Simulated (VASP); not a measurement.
# Be (Im-3m) in VASP: notebook, part 2 of 3

VASP 6.6.1. Earlier steps stand in the parts before.

## Step 4: Single point, LDA

File INCAR:

```
PREC     = Accurate       # precision mode
ENCUT    = 520            # plane-wave cutoff, eV
EDIFF    = 1E-7           # SCF threshold, eV
ISMEAR   = -1             # smearing method
SIGMA    = 0.05           # smearing width, eV
LREAL    = False          # projectors in reciprocal space
LASPH    = True           # aspherical terms in the spheres
NELM     = 100            # most SCF steps
ALGO     = Normal         # electronic algorithm
ISIF     = 2              # what is computed and relaxed
LWAVE    = False          # write WAVECAR
LCHARG   = True           # write CHGCAR
LELF     = True           # ELF
LVHAR    = True         
NBANDS   = 7              # bands
```

File KPOINTS:

```
Automatic mesh
0
Gamma
  26 26 26
```

File POSCAR:

```
Be
1.0
   -1.0368005817      1.0368005817      1.0368005817
    1.0368005817     -1.0368005817      1.0368005817
    1.0368005817      1.0368005817     -1.0368005817
Be
1
Direct
    0.0000000000      0.0000000000      0.0000000000
```

Potentials or basis: VASP PAW LDA potentials, release 64 (Be).

Launch:

```sh
> cat potpaw_LDA.64/Be/POTCAR > POTCAR
> mpirun -np 1 vasp_std > vasp.out
```

OUTCAR:

```text
PREC = Accurate
   ENCUT = 520
   EDIFF = 1E-7
   ISMEAR = -1
   LREAL = False
   LASPH = True
   NELM = 100
   ISIF = 2

 ion  position               nearest neighbor table
   1  0.000  0.000  0.000-

  LATTYP: Found a body centered cubic cell.
 ALAT       =     2.0736011634

  Lattice vectors:

 A1 = (  -1.0368005817,   1.0368005817,   1.0368005817)
 A2 = (   1.0368005817,  -1.0368005817,   1.0368005817)
 A3 = (   1.0368005817,   1.0368005817,  -1.0368005817)

Analysis of symmetry for initial positions (statically):
=====================================================================
 Subroutine PRICEL returns:
 Original cell was already a primitive cell.

 Routine SETGRP: Setting up the symmetry group for a
 body centered cubic supercell.

 Subroutine GETGRP returns: Found 48 space group operations
 (whereof 48 operations were pure point group operations)
 out of a pool of 48 trial point group operations.

The static configuration has the point symmetry O_h .

Analysis of symmetry for dynamics (positions and initial velocities):
=====================================================================
 Subroutine PRICEL returns:
 Original cell was already a primitive cell.

 Routine SETGRP: Setting up the symmetry group for a
 body centered cubic supercell.

 Subroutine GETGRP returns: Found 48 space group operations
 (whereof 48 operations were pure point group operations)
 out of a pool of 48 trial point group operations.

The dynamic configuration has the point symmetry O_h .

 Subroutine INISYM returns: Found 48 space group operations
 (whereof 48 operations are pure point group operations),
 and found     1 'primitive' translations

----------------------------------------------------------------------------------------

                                     Primitive cell

  volume of cell :       4.4581

  direct lattice vectors                    reciprocal lattice vectors
    -1.036800582  1.036800582  1.036800582     0.000000000  0.482252816  0.482252816
     1.036800582 -1.036800582  1.036800582     0.482252816  0.000000000  0.482252816
     1.036800582  1.036800582 -1.036800582     0.482252816  0.482252816  0.000000000

  length of vectors
     1.795791285  1.795791285  1.795791285     0.682008473  0.682008473  0.682008473

  position of ions in fractional coordinates (direct lattice)
     0.000000000  0.000000000  0.000000000

  ion indices of the primitive-cell ions
   primitive index   ion index
                 1           1

----------------------------------------------------------------------------------------

 KPOINTS: Automatic mesh

Automatic generation of k-mesh.
 Grid dimensions read from file:
 generate k-points for:   26   26   26

 Generating k-lattice:

  Cartesian coordinates                     Fractional coordinates (reciprocal lattice)
     0.000000000  0.018548185  0.018548185     0.038461538  0.000000000  0.000000000
     0.018548185  0.000000000  0.018548185     0.000000000  0.038461538  0.000000000
     0.018548185  0.018548185  0.000000000     0.000000000  0.000000000  0.038461538

  Length of vectors
     0.026231095  0.026231095  0.026231095

  Shift w.r.t. Gamma in fractional coordinates (k-lattice)
     0.000000000  0.000000000  0.000000000

 Subroutine IBZKPT returns following result:
 ===========================================

 Found    511 irreducible k-points:

 Following reciprocal coordinates:
            Coordinates               Weight
  0.000000  0.000000  0.000000      1.000000
  0.038462  0.000000  0.000000     12.000000
  0.076923  0.000000  0.000000     12.000000
  0.115385  0.000000  0.000000     12.000000
  0.153846  0.000000  0.000000     12.000000
  0.192308  0.000000  0.000000     12.000000
[... 16 lines left out ...]
  0.346154  0.038462  0.000000     48.000000
  0.384615  0.038462 -0.000000     48.000000
 [... further k-points ...]
   k-points           NKPTS =    511   k-points in BZ     NKDIM =    511   number of bands    NBANDS=      7
   number of dos      NEDOS =    301   number of ions     NIONS =      1
   total plane-waves  NPLWV =   2744
   dimension x,y,z NGX =    14 NGY =   14 NGZ =   14
   dimension x,y,z NGXF=    28 NGYF=   28 NGZF=   28
   ions per type =               1
   NGX,Y,Z   is equivalent  to a cutoff of  12.96, 12.96, 12.96 a.u.
   NGXF,Y,Z  is equivalent  to a cutoff of  25.92, 25.92, 25.92 a.u.
 SYSTEM =  unknown system
   PREC   = accura    normal or accurate (medium, high low for compatibility)
   ISTART =      0    job   : 0-new  1-cont  2-samecut
   ICHARG =      2    charge: 1-file 2-atom 10-const
   ISPIN  =      1    spin polarized calculation?
   LNONCOLLINEAR =      F non collinear calculations
   LSORBIT =      F    spin-orbit coupling
   LASPH  =      T    aspherical Exc in radial PAW
   ENCUT  =  520.0 eV  38.22 Ry    6.18 a.u.   3.34  3.34  3.34*2*pi/ulx,y,z
   NELM   =    100;   NELMIN=  2; NELMDL= -5     # of ELM steps
   EDIFF  = 0.1E-06   stopping-criterion for ELM
   LREAL  =      F    real-space projection
   EDIFFG = 0.1E-05   stopping-criterion for IOM
   NSW    =      0    number of steps for IOM
   IBRION =     -1    ionic relax: 0-MD 1-quasi-New 2-CG
   NFREE  =      0    steps in history (QN), initial steepest desc. (CG)
   ISIF   =      2    stress and relaxation
   ISYM   =      2    0-nonsym 1-usesym 2-fastsym
   POTIM  = 0.5000    time-step for ionic-motion
   TEBEG  =    0.0;   TEEND  =   0.0 temperature during run
   PSTRESS=    0.0 pullay stress
   NELECT =       2.0000    total number of electrons
   NUPDOWN=      -1.0000    fix difference up-down
   EMIN   =  10.00;   EMAX   =-10.00  energy-range for DOS
   EFERMI =   0.00;   METHOD = LEGACY
   ISMEAR =    -1;   SIGMA  =   0.05  broadening in eV -4-tet -1-fermi 0-gaus
   EFERMI_NEDOS =   21; number of points for ismear=-14 and -15
   IALGO  =     38    algorithm
   IMIX   =      4    mixing-type and parameters
     AMIX     =   0.40;   BMIX     =  1.00
     AMIX_MAG =   1.60;   BMIX_MAG =  1.00
  volume/ion in A,a.u.               =       4.46        30.08
  Fermi-wavevector in a.u.,A,eV,Ry     =   1.253246  2.368291 21.369652  1.570625
  Thomas-Fermi vector in A             =   2.387108
   LORBIT       =      0    0 simple, 1 ext, 2 COOP (PROOUT), +10 PAW based schemes
   GGA     = CA    functional components
   LHFCALC =     F    Hartree Fock is set to
   AEXX    =    0.0000 exact exchange contribution
   IVDW    =     0    specifies the selected vdW correction
   LEPSILON=     F    determine dielectric tensor
   LRPA    =     F    only Hartree local field effects (RPA)
 non-spin polarized calculation
  energy-cutoff  :      520.00
  volume of cell :        4.46
 maximum number of plane-waves:       135
 NGX is ok and might be reduce to    14
   NGX =  7   NGY =  7   NGZ =  7

 number of electron       2.0000000 magnetization

 Free energy of the ion-electron system (eV)
  ---------------------------------------------------
  ext. energy  EPLUGINS =         0.00000000
  ---------------------------------------------------
  free energy    TOTEN  =        -3.07002462 eV

  energy without entropy =       -3.06975773  energy(sigma->0) =       -3.06989117

 E-fermi :  13.4935     XC(G=0): -12.6780

 val. band max:       13.2928526537   @ k =   0.2692   0.2692   0.1538
 cond. band min:      13.5172009989   @ k =   0.3462   0.2692   0.0000
 fundamental gap:      0.2243483452
 Fermi energy:        13.4934656299

 k-point     1 :       0.0000    0.0000    0.0000
  band No.  band energies     occupation
      1      -1.7932      2.00000
      2      43.6139      0.00000
      3      43.6139      0.00000
      4      43.6139      0.00000
      5      57.8463      0.00000
      6      57.8463      0.00000
      7      57.8463      0.00000

 k-point     2 :       0.0385    0.0000    0.0000
  band No.  band energies     occupation
      1      -1.7378      2.00000
      2      43.2062      0.00000
      3      43.2315      0.00000
      4      43.4991      0.00000
      5      56.6506      0.00000
      6      56.6900      0.00000
      7      58.4310      0.00000
[... 201 lines left out ...]
 k-point    23 :       0.3462    0.0385    0.0000
  band No.  band energies     occupation
      1       3.2858      2.00000
      2      21.1793      0.00000
      3      33.3546      0.00000
      4      36.9787      0.00000
      5      44.8412      0.00000
      6      53.0648      0.00000
      7      62.8736      0.00000

 k-point    24 :       0.3846    0.0385   -0.0000
  band No.  band energies     occupation
      1       4.2455      2.00000
      2      19.0784      0.00000
      3      32.8044      0.00000
      4      36.4954      0.00000
      5      44.2642      0.00000
      6      53.7156      0.00000
      7      64.3830      0.00000

 [... further k-points ...]
[... 5 lines left out ...]
  --------------------------------------------------------------------------------------
  -------------------------------------------------------------------------------------
  Total        4.5055386      4.5055386      4.5055386      0.0000000     -0.0000000      0.0000000
  in kB     1619.2414317   1619.2414317   1619.2414317      0.0000000     -0.0000000      0.0000000
  external PRESSURE =    1619.2414317 kB  Pullay stress =       0.0000000 kB

 VOLUME and BASIS-vectors are now :
 -----------------------------------------------------------------------------
  energy-cutoff  :      520.00
  volume of cell :        4.46
      direct lattice vectors                 reciprocal lattice vectors
    -1.036800582  1.036800582  1.036800582     0.000000000  0.482252816  0.482252816
     1.036800582 -1.036800582  1.036800582     0.482252816  0.000000000  0.482252816
     1.036800582  1.036800582 -1.036800582     0.482252816  0.482252816  0.000000000

 POSITION                                       TOTAL-FORCE (eV/Angst)
 -----------------------------------------------------------------------------------
      0.00000      0.00000      0.00000        -0.000000      0.000000      0.000000
 -----------------------------------------------------------------------------------
    total drift:                                0.000000     -0.000000     -0.000000

  FREE ENERGIE OF THE ION-ELECTRON SYSTEM (eV)
  ---------------------------------------------------
  free  energy   TOTEN  =        -3.0700246182 eV

  energy  without entropy=       -3.0697577268  energy(sigma->0) =       -3.06989117
```

It took 4.6 s on 1 thread of Intel Xeon Platinum 8559C (Emerald Rapids), shared host; peak memory 0.11 GiB.

What came out:

```
Free energy            : -3.0700 eV
Pressure               : 161.9 GPa
Band gap on the k mesh : zero (band 1 reaches 19.59 eV, above the bottom of band 2 at 11.34 eV)
```

(Part 2 of 3 ends here.)
